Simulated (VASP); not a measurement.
Input of a VASP 6.6.1 run:

Contents of INCAR:

```
PREC     = Accurate       # precision mode
ENCUT    = 500            # plane-wave cutoff, eV
EDIFF    = 1E-6           # SCF threshold, eV
ISMEAR   = 1              # smearing method
SIGMA    = 0.05           # smearing width, eV
LREAL    = F              # projectors in reciprocal space
LASPH    = T              # aspherical terms in the spheres
NELM     = 120            # most SCF steps
ALGO     = Normal         # electronic algorithm
ISIF     = 2              # what is computed and relaxed
LWAVE    = F              # write WAVECAR
LCHARG   = F              # write CHGCAR
GGA      = CA             # functional
NBANDS   = 19             # bands
GGA_COMPAT= F
```

KPOINTS

```
Automatic mesh
0
Gamma
  8 8 8
```

The input POSCAR:

```
ZrTi
1.0
    0.0000000000      2.7028843568      2.7028843568
    2.7028843568      0.0000000000      2.7028843568
    2.7028843568      2.7028843568      0.0000000000
Zr Ti
1 1
Direct
    0.0000000000      0.0000000000      0.0000000000
    0.5000000000      0.5000000000      0.5000000000
```

Potentials or basis: VASP PAW LDA potentials, release 64 (Zr_sv, Ti_sv).

The run is started by

```console
$ cat potpaw_LDA.64/Zr_sv/POTCAR potpaw_LDA.64/Ti_sv/POTCAR > POTCAR
$ mpirun -np 1 vasp_std > vasp.out
```

Problem. Estimate the pressure.

Solution. 0.0 GPa.

Problem. Estimate the band gap on the k mesh.

Solution. Zero (bands 12 and 13 overlap by 2.20 eV).
